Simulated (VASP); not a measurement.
Crystal: BaRe.

```
Ba Re
1.0
     3.72334    0.00000    0.00000
     0.00000    3.72334    0.00000
     0.00000    0.00000    3.72334
Ba Re
1 1
Direct
  0.00000 0.00000 0.00000
  0.50000 0.50000 0.50000
```

Base run:

```yaml
Program: VASP 6.6.1
Functional: PBEsol
Potentials_or_basis: VASP PAW PBE potentials, release 64 (Ba_sv, Re)
Cutoff: 520 eV
k_mesh: 8 × 8 × 8
Occupations: gaussian, width 0.05 eV
Spin: no spin polarisation
```

Its results: pressure -2.5 GPa.

Problem. The run is repeated on the same cell with these changes: functional from PBEsol to PBE. What comes out?

Solution. Pressure 1.6 GPa.

PBE binds less tightly than PBEsol, so the same cell stands under more pressure.

Caveats: the PAW data sets were made with another functional, which shifts forces and pressure a little (some runs).
